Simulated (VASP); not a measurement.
# Ru (P6_3/mmc) in VASP: a series of runs

Runs on Ru. Level: PBEsol. Tasks: single point.

All numbers are computed with VASP 6.6.1; they aren't measurements. Logs are shortened: lines on timing, memory, paths and dates and some standing lists are left out, and cuts for length are marked.

## Step 1: The cell of the first run

It takes space group P6_3/mmc (No. 194, hexagonal). The conventional cell has a = 2.878 Å, b = 2.878 Å, c = 4.559 Å, α = 90.00°, β = 90.00°, γ = 120.00°. Ru (site symmetry -6m2) has 12 Ru at 2.82 to 2.88 Å within 3.7 Å.

## Step 2: Single point, PBEsol

The input, INCAR:

```
PREC = Accurate ; ENCUT = 520
EDIFF = 1E-6 ; ISMEAR = 0
SIGMA = 0.15 ; LREAL = F
LASPH = T ; NELM = 80
ALGO = Fast ; ISIF = 2
LWAVE = F ; LCHARG = T
GGA = PS ; LELF = T
LVHAR = T ; NBANDS = 21
```

The input, KPOINTS:

```
regular mesh
0
Gamma
  18 18 10
```

The input, POSCAR:

```
Ru
1.0
    2.8780000000      0.0000000000      0.0000000000
   -1.4390000000      2.4924211121      0.0000000000
    0.0000000000      0.0000000000      4.5586000000
Ru
2
Direct
    0.3333333333      0.6666666667      0.2500000000
    0.6666666667      0.3333333333      0.7500000000
```

Potentials or basis: VASP PAW PBE potentials, release 64 (Ru_pv).

Launch:

```
$ cat potpaw_PBE.64/Ru_pv/POTCAR > POTCAR
$ mpirun -np 1 vasp_std > vasp.out
```

OUTCAR:

```text
PREC = Accurate
   ENCUT = 520
   EDIFF = 1E-6
   ISMEAR = 0
   LREAL = F
   LASPH = T
   NELM = 80
   ISIF = 2
   GGA = PS

 ion  position               nearest neighbor table
   1  0.333  0.667  0.250-   2 2.82   2 2.82   2 2.82   2 2.82   2 2.82   2 2.82
   2  0.667  0.333  0.750-   1 2.82   1 2.82   1 2.82   1 2.82   1 2.82   1 2.82

  LATTYP: Found a hexagonal cell.
 ALAT       =     2.8780000000
 C/A-ratio  =     1.5839471855

  Lattice vectors:

 A1 = (   2.8780000000,   0.0000000000,   0.0000000000)
 A2 = (  -1.4390000000,   2.4924211121,   0.0000000000)
 A3 = (   0.0000000000,   0.0000000000,   4.5586000000)

Analysis of symmetry for initial positions (statically):
=====================================================================
 Subroutine PRICEL returns:
 Original cell was already a primitive cell.

 Routine SETGRP: Setting up the symmetry group for a
 hexagonal supercell.

 Subroutine GETGRP returns: Found 24 space group operations
 (whereof 12 operations were pure point group operations)
 out of a pool of 24 trial point group operations.

The static configuration has the point symmetry D_3d.
 The point group associated with its full space group is D_6h.

Analysis of symmetry for dynamics (positions and initial velocities):
=====================================================================
 Subroutine PRICEL returns:
 Original cell was already a primitive cell.

 Routine SETGRP: Setting up the symmetry group for a
 hexagonal supercell.

 Subroutine GETGRP returns: Found 24 space group operations
 (whereof 12 operations were pure point group operations)
 out of a pool of 24 trial point group operations.

The dynamic configuration has the point symmetry D_3d.
 The point group associated with its full space group is D_6h.

 Subroutine INISYM returns: Found 24 space group operations
 (whereof 12 operations are pure point group operations),
 and found     1 'primitive' translations

----------------------------------------------------------------------------------------

                                     Primitive cell

  volume of cell :      32.6997

  direct lattice vectors                    reciprocal lattice vectors
     2.878000000  0.000000000  0.000000000     0.347463516  0.200608155  0.000000000
    -1.439000000  2.492421112  0.000000000     0.000000000  0.401216309  0.000000000
[... 76 lines left out ...]
   PREC   = accura    normal or accurate (medium, high low for compatibility)
   ISTART =      0    job   : 0-new  1-cont  2-samecut
   ICHARG =      2    charge: 1-file 2-atom 10-const
   ISPIN  =      1    spin polarized calculation?
   LNONCOLLINEAR =      F non collinear calculations
   LSORBIT =      F    spin-orbit coupling
   LASPH  =      T    aspherical Exc in radial PAW
   ENCUT  =  520.0 eV  38.22 Ry    6.18 a.u.   5.35  5.35  8.48*2*pi/ulx,y,z
   NELM   =     80;   NELMIN=  2; NELMDL= -5     # of ELM steps
   EDIFF  = 0.1E-05   stopping-criterion for ELM
   LREAL  =      F    real-space projection
   EDIFFG = 0.1E-04   stopping-criterion for IOM
   NSW    =      0    number of steps for IOM
   IBRION =     -1    ionic relax: 0-MD 1-quasi-New 2-CG
   NFREE  =      0    steps in history (QN), initial steepest desc. (CG)
   ISIF   =      2    stress and relaxation
   ISYM   =      2    0-nonsym 1-usesym 2-fastsym
   POTIM  = 0.5000    time-step for ionic-motion
   TEBEG  =    0.0;   TEEND  =   0.0 temperature during run
   PSTRESS=    0.0 pullay stress
   NELECT =      28.0000    total number of electrons
   NUPDOWN=      -1.0000    fix difference up-down
   EMIN   =  10.00;   EMAX   =-10.00  energy-range for DOS
   EFERMI =   0.00;   METHOD = LEGACY
   ISMEAR =     0;   SIGMA  =   0.15  broadening in eV -4-tet -1-fermi 0-gaus
   EFERMI_NEDOS =   21; number of points for ismear=-14 and -15
   IALGO  =     68    algorithm
   IMIX   =      4    mixing-type and parameters
     AMIX     =   0.40;   BMIX     =  1.00
     AMIX_MAG =   1.60;   BMIX_MAG =  1.00
  volume/ion in A,a.u.               =      16.35       110.33
  Fermi-wavevector in a.u.,A,eV,Ry     =   1.554580  2.937729 32.881438  2.416717
  Thomas-Fermi vector in A             =   2.658645
   LORBIT       =      0    0 simple, 1 ext, 2 COOP (PROOUT), +10 PAW based schemes
   GGA     = PS    functional components
   LHFCALC =     F    Hartree Fock is set to
   AEXX    =    0.0000 exact exchange contribution
   IVDW    =     0    specifies the selected vdW correction
   LEPSILON=     F    determine dielectric tensor
   LRPA    =     F    only Hartree local field effects (RPA)
 non-spin polarized calculation
 RMM-DIIS sequential band-by-band and
 Gauss-broadening in eV      SIGMA  =   0.15
  energy-cutoff  :      520.00
  volume of cell :       32.70
 maximum number of plane-waves:       911
 NGX is ok and might be reduce to    24
   NGX = 11   NGY = 11   NGZ = 17

 number of electron      28.0000009 magnetization

 Free energy of the ion-electron system (eV)
  ---------------------------------------------------
  ext. energy  EPLUGINS =         0.00000000
  ---------------------------------------------------
  free energy    TOTEN  =       -19.35248500 eV

  energy without entropy =      -19.32720908  energy(sigma->0) =      -19.33984704

 E-fermi :   9.5859     XC(G=0): -13.1590

 val. band max:        9.5851156012   @ k =   0.0556   0.0000   0.1000
 cond. band min:       9.5891859548   @ k =   0.1111   0.0556   0.4000
 fundamental gap:      0.0040703536
 Fermi energy:         9.5859262827

 k-point     1 :       0.0000    0.0000    0.0000
  band No.  band energies     occupation
      1     -33.4321      2.00000
      2     -32.9311      2.00000
      3     -32.9311      2.00000
      4     -32.8371      2.00000
      5     -32.8371      2.00000
      6     -32.8210      2.00000
[... 565 lines left out ...]
     20      19.8271      0.00000
     21      20.2798      0.00000

 [... further k-points ...]
[... 5 lines left out ...]
  --------------------------------------------------------------------------------------
  -------------------------------------------------------------------------------------
  Total       -8.5611901     -8.5611901     -9.2383912      0.0000000      0.0000000      0.0000000
  in kB     -419.4701178   -419.4701178   -452.6507398      0.0000000      0.0000000      0.0000000
  external PRESSURE =    -430.5303252 kB  Pullay stress =       0.0000000 kB

 VOLUME and BASIS-vectors are now :
 -----------------------------------------------------------------------------
  energy-cutoff  :      520.00
  volume of cell :       32.70
      direct lattice vectors                 reciprocal lattice vectors
     2.878000000  0.000000000  0.000000000     0.347463516  0.200608155  0.000000000
    -1.439000000  2.492421112  0.000000000     0.000000000  0.401216309  0.000000000
     0.000000000  0.000000000  4.558600000     0.000000000  0.000000000  0.219365595

 POSITION                                       TOTAL-FORCE (eV/Angst)
 -----------------------------------------------------------------------------------
     -0.00000      1.66161      1.13965         0.000000     -0.000000      0.000000
      1.43900      0.83081      3.41895        -0.000000      0.000000      0.000000
 -----------------------------------------------------------------------------------
    total drift:                               -0.000000      0.000000     -0.000000

  FREE ENERGIE OF THE ION-ELECTRON SYSTEM (eV)
  ---------------------------------------------------
  free  energy   TOTEN  =       -19.3524850050 eV

  energy  without entropy=      -19.3272090833  energy(sigma->0) =      -19.33984704
```

It took 61 s on 1 thread of Intel Xeon Platinum 8488C (Sapphire Rapids), shared host; peak memory 0.24 GiB.

What came out:

| Quantity | Value |
| --- | --- |
| Free energy | -19.3525 eV |
| Pressure | -43.1 GPa |
| Band gap on the k mesh | zero (band 14 reaches 10.73 eV, above the bottom of band 15 at 8.34 eV) |

Levels at points of the mesh, in eV from the Fermi level:
| k point | band 12 | band 13 | band 14 | band 15 | band 16 | band 17 |
| --- | --- | --- | --- | --- | --- | --- |
| (0.00, 0.00, 0.00) | -1.45 | -1.45 | -1.05 | -1.05 | 0.89 | 0.89 |
| (0.50, 0.00, 0.00) | -1.47 | -1.19 | 1.04 | 1.34 | 1.39 | 3.18 |
| (0.00, 0.00, 0.50) | -2.09 | -2.09 | -2.09 | 0.38 | 0.38 | 0.38 |
| (0.50, 0.00, 0.50) | -0.79 | 0.35 | 0.35 | 1.23 | 1.23 | 2.78 |

Caveat: the PAW data sets were made with another functional, which shifts forces and pressure a little.

## Step 3: Single point, PBEsol

This run uses another cell than the first one, of 10.45 Å³/atom, 0.639 times its volume.

The input, INCAR:

```
SYSTEM = Ru
ALGO = Fast ; EDIFF = 1E-7
ENCUT = 520 ; GGA = PS
ISIF = 2 ; ISMEAR = 0
LASPH = .True. ; LCHARG = .True.
LELF = .True. ; LREAL = .False.
LVHAR = .True. ; LWAVE = .False.
NBANDS = 21 ; NELM = 80
PREC = Accurate ; SIGMA = 0.15
```

The input, KPOINTS:

```
k-points
0
Gamma
  18 18 10
  0 0 0
```

The input, POSCAR:

```
Ru
1.0
    2.5391000000      0.0000000000      0.0000000000
   -1.2695500000      2.1989251028      0.0000000000
    0.0000000000      0.0000000000      3.7421000000
Ru
2
Direct
    0.3333333333      0.6666666667      0.2500000000
    0.6666666667      0.3333333333      0.7500000000
```

Potentials or basis: VASP PAW PBE potentials, release 64 (Ru_pv).

Launch:

```
$ cat potpaw_PBE.64/Ru_pv/POTCAR > POTCAR
$ mpirun -np 1 vasp_std > vasp.out
```

Wall time 57 s (1 thread of Intel Xeon Platinum 8488C (Sapphire Rapids), shared host); peak memory 0.19 GiB.

It converged, with:

```yaml
Free_energy: -17.9263 eV
Pressure: 156.2 GPa
Band_gap_on_the_k_mesh: zero (band 14 reaches 20.16 eV, above the bottom of band 15 at 15.48 eV)
```

Stress tensor (GPa, compression positive):
```
129.82   0.00   0.00
  0.00 129.82   0.00
  0.00   0.00 208.89
```

Levels at points of the mesh, in eV from the Fermi level:
```tsv
k point	band 11	band 12	band 13	band 14	band 15	band 16	band 17	band 18
(0.00, 0.00, 0.00)	-2.90	-2.90	-2.78	-2.78	-2.69	1.59	1.59	2.90
(0.50, 0.00, 0.00)	-2.47	-2.20	-1.61	1.51	2.42	3.39	5.56	8.09
(0.00, 0.00, 0.50)	-4.59	-4.59	-2.96	-2.96	0.96	0.96	0.96	0.96
(0.50, 0.00, 0.50)	-2.00	-2.00	0.66	0.66	2.09	2.09	4.51	4.51
```

Caveat: the PAW data sets were made with another functional, which shifts forces and pressure a little.

## Step 4: Single point, PBEsol

This run uses another cell than the first one, of 16.28 Å³/atom, 0.996 times its volume.

The input, INCAR:

```
  ALGO = Fast
  EDIFF = 1E-6
  ENCUT = 520
  GGA = PS
  ISIF = 2
  ISMEAR = 0
  LASPH = True
  LCHARG = True
  LELF = True
  LREAL = False
  LVHAR = True
  LWAVE = False
  NBANDS = 21
  NELM = 60
  PREC = Accurate
  SIGMA = 0.15
```

The input, KPOINTS:

```
k-points
0
Gamma
  18 18 10
```

The input, POSCAR:

```
Ru
1.0
    2.8403000000      0.0000000000      0.0000000000
   -1.4201500000      2.4597719544      0.0000000000
    0.0000000000      0.0000000000      4.6606000000
Ru
2
Direct
    0.3333333333      0.6666666667      0.2500000000
    0.6666666667      0.3333333333      0.7500000000
```

Launch:

```
$ cat potpaw_PBE.64/Ru_pv/POTCAR > POTCAR
$ mpirun -np 1 vasp_std > vasp.out
```

Wall time 65 s (1 thread of Intel Xeon Platinum 8488C (Sapphire Rapids), shared host); peak memory 0.23 GiB.

It converged, with:

- Free energy: -19.3546 eV
- Pressure: -42.6 GPa
- Band gap on the k mesh: zero (band 14 reaches 10.87 eV, above the bottom of band 15 at 8.57 eV)

Stress tensor (GPa, compression positive):
```
-38.86   0.00   0.00
  0.00 -38.86   0.00
  0.00   0.00 -50.21
```

Levels at points of the mesh, in eV from the Fermi level:
```
           k point  band 10  band 11  band 12  band 13  band 14  band 15  band 16  band 17  band 18  band 19
(0.00, 0.00, 0.00)    -1.94    -1.94    -1.50    -1.50    -0.85    -0.85     0.82     0.90     0.90     7.77
(0.50, 0.00, 0.00)    -2.09    -1.77    -1.37    -1.34     1.22     1.29     1.47     3.27     5.02     9.43
(0.00, 0.00, 0.50)    -2.31    -2.02    -2.02    -2.02    -2.02     0.38     0.38     0.38     0.38    10.55
(0.50, 0.00, 0.50)    -3.56    -0.69    -0.69     0.37     0.37     1.37     1.37     2.81     2.81     8.62
```

Caveat: the PAW data sets were made with another functional, which shifts forces and pressure a little.

(Continued in part 2 of 2.)
